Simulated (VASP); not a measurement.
# KTaO3 (Pm-3m) in VASP: a series of runs

The runs below take KTaO3 through electric field gradients, with PBE.

All numbers are computed with VASP 6.6.1; they aren't measurements. Logs are shortened: lines on timing, memory, paths and dates and some standing lists are left out, and cuts for length are marked.

## (1) The cell of the first run

It takes space group Pm-3m (No. 221, cubic). The conventional cell has a = 3.988 Å, b = 3.988 Å, c = 3.988 Å, α = 90.00°, β = 90.00°, γ = 90.00°. Within 3.7 Å of K (site symmetry m-3m) lie 12 O at 2.82 Å and 8 Ta at 3.45 Å. Ta (site symmetry m-3m) has 6 O at 1.99 Å within 2.6 Å. O (site symmetry 4/mmm) has 2 Ta at 1.99 Å within 2.6 Å.

## (2) Electric field gradients, PBE

File INCAR:

```
PREC     = Accurate       # precision mode
ENCUT    = 520            # plane-wave cutoff, eV
EDIFF    = 1E-8           # SCF threshold, eV
ISMEAR   = -1             # smearing method
SIGMA    = 0.01           # smearing width, eV
LREAL    = F              # projectors in reciprocal space
LASPH    = T              # aspherical terms in the spheres
NELM     = 60             # most SCF steps
ALGO     = Normal         # electronic algorithm
ISIF     = 2              # what is computed and relaxed
LWAVE    = F              # write WAVECAR
LCHARG   = F              # write CHGCAR
GGA      = PE             # functional
LEFG     = T            
NBANDS   = 27             # bands
```

File KPOINTS:

```
Automatic mesh
0
Gamma
  5 5 5
```

File POSCAR:

```
KTaO3
1.0
    3.9883000000      0.0000000000      0.0000000000
    0.0000000000      3.9883000000      0.0000000000
    0.0000000000      0.0000000000      3.9883000000
K Ta O
1 1 3
Direct
    0.5000000000      0.5000000000      0.5000000000
    0.0000000000      0.0000000000      0.0000000000
    0.5000000000      0.0000000000      0.0000000000
    0.0000000000      0.5000000000      0.0000000000
    0.0000000000      0.0000000000      0.5000000000
```

Potentials or basis: VASP PAW PBE potentials, release 64 (K_sv, Ta_pv, O).

Started as:

```bash
$ cat potpaw_PBE.64/K_sv/POTCAR potpaw_PBE.64/Ta_pv/POTCAR potpaw_PBE.64/O/POTCAR > POTCAR
$ mpirun -np 1 vasp_std > vasp.out
```

OUTCAR:

```text
PREC = Accurate
   ENCUT = 520
   EDIFF = 1E-8
   ISMEAR = -1
   LREAL = F
   LASPH = T
   NELM = 60
   ISIF = 2
   GGA = PE

 ion  position               nearest neighbor table
   1  0.500  0.500  0.500-   3 2.82   4 2.82   5 2.82   3 2.82   4 2.82   3 2.82   5 2.82   3 2.82
                             4 2.82   5 2.82   4 2.82   5 2.82   2 3.45   2 3.45   2 3.45   2 3.45
   2  0.000  0.000  0.000-   3 1.99   4 1.99   5 1.99   5 1.99   4 1.99   3 1.99   1 3.45   1 3.45
                             1 3.45   1 3.45   1 3.45   1 3.45   1 3.45   1 3.45
   3  0.500  0.000  0.000-   2 1.99   2 1.99   1 2.82   1 2.82   1 2.82   1 2.82
   4  0.000  0.500  0.000-   2 1.99   2 1.99   1 2.82   1 2.82   1 2.82   1 2.82
   5  0.000  0.000  0.500-   2 1.99   2 1.99   1 2.82   1 2.82   1 2.82   1 2.82

  LATTYP: Found a simple cubic cell.
 ALAT       =     3.9883000000

  Lattice vectors:

 A1 = (   3.9883000000,   0.0000000000,   0.0000000000)
 A2 = (   0.0000000000,   3.9883000000,   0.0000000000)
 A3 = (   0.0000000000,   0.0000000000,   3.9883000000)

Analysis of symmetry for initial positions (statically):
=====================================================================
 Subroutine PRICEL returns:
 Original cell was already a primitive cell.

 Routine SETGRP: Setting up the symmetry group for a
 simple cubic supercell.

 Subroutine GETGRP returns: Found 48 space group operations
 (whereof 48 operations were pure point group operations)
 out of a pool of 48 trial point group operations.

The static configuration has the point symmetry O_h .

Analysis of symmetry for dynamics (positions and initial velocities):
=====================================================================
 Subroutine PRICEL returns:
 Original cell was already a primitive cell.

 Routine SETGRP: Setting up the symmetry group for a
 simple cubic supercell.

 Subroutine GETGRP returns: Found 48 space group operations
 (whereof 48 operations were pure point group operations)
 out of a pool of 48 trial point group operations.

The dynamic configuration has the point symmetry O_h .

 Subroutine INISYM returns: Found 48 space group operations
 (whereof 48 operations are pure point group operations),
 and found     1 'primitive' translations

----------------------------------------------------------------------------------------

                                     Primitive cell

  volume of cell :      63.4400

  direct lattice vectors                    reciprocal lattice vectors
     3.988300000  0.000000000  0.000000000     0.250733395  0.000000000  0.000000000
     0.000000000  3.988300000  0.000000000     0.000000000  0.250733395  0.000000000
     0.000000000  0.000000000  3.988300000     0.000000000  0.000000000  0.250733395

  length of vectors
     3.988300000  3.988300000  3.988300000     0.250733395  0.250733395  0.250733395

  position of ions in fractional coordinates (direct lattice)
     0.500000000  0.500000000  0.500000000
     0.000000000  0.000000000  0.000000000
     0.500000000  0.000000000  0.000000000
     0.000000000  0.500000000  0.000000000
     0.000000000  0.000000000  0.500000000

  ion indices of the primitive-cell ions
   primitive index   ion index
                 1           1
                 2           2
                 3           3
                 4           4
                 5           5

----------------------------------------------------------------------------------------

 KPOINTS: Automatic mesh

Automatic generation of k-mesh.
 Grid dimensions read from file:
 generate k-points for:    5    5    5

 Generating k-lattice:

  Cartesian coordinates                     Fractional coordinates (reciprocal lattice)
     0.050146679  0.000000000  0.000000000     0.200000000  0.000000000  0.000000000
     0.000000000  0.050146679  0.000000000     0.000000000  0.200000000  0.000000000
     0.000000000  0.000000000  0.050146679     0.000000000  0.000000000  0.200000000

  Length of vectors
     0.050146679  0.050146679  0.050146679

  Shift w.r.t. Gamma in fractional coordinates (k-lattice)
     0.000000000  0.000000000  0.000000000

 Subroutine IBZKPT returns following result:
 ===========================================

 Found     10 irreducible k-points:

 Following reciprocal coordinates:
            Coordinates               Weight
  0.000000  0.000000  0.000000      1.000000
  0.200000  0.000000  0.000000      6.000000
  0.400000  0.000000  0.000000      6.000000
  0.200000  0.200000  0.000000     12.000000
  0.400000  0.200000  0.000000     24.000000
  0.400000  0.400000  0.000000     12.000000
  0.200000  0.200000  0.200000      8.000000
  0.400000  0.200000  0.200000     24.000000
  0.400000  0.400000  0.200000     24.000000
  0.400000  0.400000  0.400000      8.000000
   k-points           NKPTS =     10   k-points in BZ     NKDIM =     10   number of bands    NBANDS=     27
   number of dos      NEDOS =    301   number of ions     NIONS =      5
   total plane-waves  NPLWV =  27000
   dimension x,y,z NGX =    30 NGY =   30 NGZ =   30
   dimension x,y,z NGXF=    60 NGYF=   60 NGZF=   60
   ions per type =               1   1   3
   NGX,Y,Z   is equivalent  to a cutoff of  12.51, 12.51, 12.51 a.u.
   NGXF,Y,Z  is equivalent  to a cutoff of  25.01, 25.01, 25.01 a.u.
 SYSTEM =  unknown system
   PREC   = accura    normal or accurate (medium, high low for compatibility)
   ISTART =      0    job   : 0-new  1-cont  2-samecut
   ICHARG =      2    charge: 1-file 2-atom 10-const
   ISPIN  =      1    spin polarized calculation?
   LNONCOLLINEAR =      F non collinear calculations
   LSORBIT =      F    spin-orbit coupling
   LASPH  =      T    aspherical Exc in radial PAW
   ENCUT  =  520.0 eV  38.22 Ry    6.18 a.u.   7.42  7.42  7.42*2*pi/ulx,y,z
   NELM   =     60;   NELMIN=  2; NELMDL= -5     # of ELM steps
   EDIFF  = 0.1E-07   stopping-criterion for ELM
   LREAL  =      F    real-space projection
   EDIFFG = 0.1E-06   stopping-criterion for IOM
   NSW    =      0    number of steps for IOM
   IBRION =     -1    ionic relax: 0-MD 1-quasi-New 2-CG
   NFREE  =      0    steps in history (QN), initial steepest desc. (CG)
   ISIF   =      2    stress and relaxation
   ISYM   =      2    0-nonsym 1-usesym 2-fastsym
   POTIM  = 0.5000    time-step for ionic-motion
   TEBEG  =    0.0;   TEEND  =   0.0 temperature during run
   PSTRESS=    0.0 pullay stress
   NELECT =      38.0000    total number of electrons
   NUPDOWN=      -1.0000    fix difference up-down
   EMIN   =  10.00;   EMAX   =-10.00  energy-range for DOS
   EFERMI =   0.00;   METHOD = LEGACY
   ISMEAR =    -1;   SIGMA  =   0.01  broadening in eV -4-tet -1-fermi 0-gaus
   EFERMI_NEDOS =   21; number of points for ismear=-14 and -15
   IALGO  =     38    algorithm
   IMIX   =      4    mixing-type and parameters
     AMIX     =   0.40;   BMIX     =  1.00
     AMIX_MAG =   1.60;   BMIX_MAG =  1.00
  volume/ion in A,a.u.               =      12.69        85.62
  Fermi-wavevector in a.u.,A,eV,Ry     =   1.380008  2.607837 25.911228  1.904422
  Thomas-Fermi vector in A             =   2.504925
   LORBIT       =      0    0 simple, 1 ext, 2 COOP (PROOUT), +10 PAW based schemes
   GGA     = PE    functional components
   LHFCALC =     F    Hartree Fock is set to
   AEXX    =    0.0000 exact exchange contribution
   IVDW    =     0    specifies the selected vdW correction
   LEPSILON=     F    determine dielectric tensor
   LRPA    =     F    only Hartree local field effects (RPA)
 non-spin polarized calculation
  energy-cutoff  :      520.00
  volume of cell :       63.44
 maximum number of plane-waves:      1743
 NGX is ok and might be reduce to    30
   NGX = 15   NGY = 15   NGZ = 15

 number of electron      37.9999976 magnetization

 Free energy of the ion-electron system (eV)
  ---------------------------------------------------
  ext. energy  EPLUGINS =         0.00000000
  ---------------------------------------------------
  free energy    TOTEN  =       -41.02494154 eV

  energy without entropy =      -41.02494154  energy(sigma->0) =      -41.02494154

 E-fermi :   1.9221     XC(G=0): -10.8739

 val. band max:        1.6916673400   @ k =   0.4000   0.4000   0.4000
 cond. band min:       3.9754302343   @ k =   0.0000   0.0000   0.0000
 fundamental gap:      2.2837628943
 Fermi energy:         1.9221202559

 k-point     1 :       0.0000    0.0000    0.0000
  band No.  band energies     occupation
      1     -32.3261      2.00000
      2     -32.3261      2.00000
      3     -32.3261      2.00000
      4     -25.5199      2.00000
      5     -15.7484      2.00000
      6     -15.0419      2.00000
[... 19 lines left out ...]
     26       9.8662      0.00000
     27       9.8662      0.00000

 k-point     2 :       0.2000    0.0000    0.0000
  band No.  band energies     occupation
      1     -32.3577      2.00000
      2     -32.3249      2.00000
      3     -32.3249      2.00000
      4     -25.5103      2.00000
      5     -15.6638      2.00000
      6     -15.0337      2.00000
[... 232 lines left out ...]
 k-point    10 :       0.4000    0.4000    0.4000
  band No.  band energies     occupation
      1     -32.4007      2.00000
      2     -32.4005      2.00000
      3     -32.4005      2.00000
      4     -25.4668      2.00000
      5     -14.3283      2.00000
      6     -14.2167      2.00000
[... 19 lines left out ...]
     26      13.1176      0.00000
     27      13.6033      0.00000

------------------------ aborting loop because EDIFF is reached ----------------------------------------

  FORCE on cell =-STRESS in cart. coord.  units (eV):
  Direction    XX          YY          ZZ          XY          YZ          ZX
  --------------------------------------------------------------------------------------
  -------------------------------------------------------------------------------------
  Total        2.4100131      2.4100131      2.4100131     -0.0000000     -0.0000000      0.0000000
  in kB       60.8648476     60.8648476     60.8648476     -0.0000000     -0.0000000      0.0000000
  external PRESSURE =      60.8648476 kB  Pullay stress =       0.0000000 kB

 VOLUME and BASIS-vectors are now :
 -----------------------------------------------------------------------------
  energy-cutoff  :      520.00
  volume of cell :       63.44
      direct lattice vectors                 reciprocal lattice vectors
     3.988300000  0.000000000  0.000000000     0.250733395  0.000000000  0.000000000
     0.000000000  3.988300000  0.000000000     0.000000000  0.250733395  0.000000000
     0.000000000  0.000000000  3.988300000     0.000000000  0.000000000  0.250733395

 POSITION                                       TOTAL-FORCE (eV/Angst)
 -----------------------------------------------------------------------------------
      1.99415      1.99415      1.99415         0.000000      0.000000      0.000000
      0.00000      0.00000      0.00000         0.000000      0.000000      0.000000
      1.99415      0.00000      0.00000         0.000000      0.000000      0.000000
      0.00000      1.99415      0.00000         0.000000      0.000000      0.000000
      0.00000      0.00000      1.99415         0.000000      0.000000      0.000000
 -----------------------------------------------------------------------------------
    total drift:                                0.000000     -0.000000      0.000000

  FREE ENERGIE OF THE ION-ELECTRON SYSTEM (eV)
  ---------------------------------------------------
  free  energy   TOTEN  =       -41.0249415390 eV

  energy  without entropy=      -41.0249415390  energy(sigma->0) =      -41.02494154

 Electric field gradients (V/A^2)
---------------------------------------------------------------------
 ion       V_xx      V_yy      V_zz      V_xy      V_xz      V_yz
---------------------------------------------------------------------
   1       0.000    -0.000     0.000     0.000     0.000     0.000
   2       0.000     0.000     0.000    -0.000     0.000     0.000
   3      19.763    -9.881    -9.881     0.000    -0.000     0.000
   4      -9.881    19.763    -9.881    -0.000    -0.000    -0.000
   5      -9.881    -9.881    19.763    -0.000     0.000     0.000
---------------------------------------------------------------------

 Electric field gradients after diagonalization (V/A^2)
 (convention: |V_zz| > |V_xx| > |V_yy|)
----------------------------------------------------------------------
 ion       V_xx      V_yy      V_zz     asymmetry (V_yy - V_xx)/ V_zz
----------------------------------------------------------------------
   1       0.000    -0.000     0.000      -0.056
   2       0.000     0.000     0.000      -0.083
   3      -9.881    -9.881    19.763       0.000
   4      -9.881    -9.881    19.763       0.000
   5      -9.881    -9.881    19.763       0.000
----------------------------------------------------------------------

           NMR quadrupolar parameters

 Cq : quadrupolar parameter    Cq=e*Q*V_zz/h
 eta: asymmetry parameters     (V_yy - V_xx)/ V_zz
 Q  : nuclear electric quadrupole moment in mb (millibarn)
----------------------------------------------------------------------
 ion       Cq(MHz)       eta       Q (mb)
----------------------------------------------------------------------
   1       0.000      -0.056       1.000
   2       0.000      -0.083       1.000
   3       0.048       0.000       1.000
   4       0.048       0.000       1.000
   5       0.048       0.000       1.000
----------------------------------------------------------------------
```

Run time: 25 s. Hardware: 1 thread of AMD EPYC 7R43 (Zen 3), shared host; peak memory 0.14 GiB.

Results:

| Property | Result |
| --- | --- |
| Free energy | -41.0249 eV |
| Pressure | 6.1 GPa |
| Band gap on the k mesh | 2.28 eV, indirect (least direct gap 2.79 eV) |

Levels at points of the mesh, in eV from the valence-band top:
```csv
k point,band 15,band 16,band 17,band 18,band 19,band 20,band 21,band 22,band 23,band 24
"(0.00, 0.00, 0.00)",-0.95,-0.95,-0.51,-0.51,-0.51,2.28,2.28,2.28,6.74,6.87
```

Electric field gradients, principal values (V/Å²):
| atom | least | middle | greatest (by size) |
| --- | --- | --- | --- |
| 1 K | 0.000 | 0.000 | 0.000 |
| 2 Ta | 0.000 | 0.000 | 0.000 |
| 3 O | -9.881 | -9.881 | 19.763 |
| 4 O | -9.881 | -9.881 | 19.763 |
| 5 O | -9.881 | -9.881 | 19.763 |

Caveat: without QUAD_EFG the Cq values of the log hold for a quadrupole moment of 1 mb, not for the nuclei; spin-orbit coupling is left out, which moves the levels of the heavy elements. A k mesh can miss the band edges.

(Continued in part 2 of 3.)
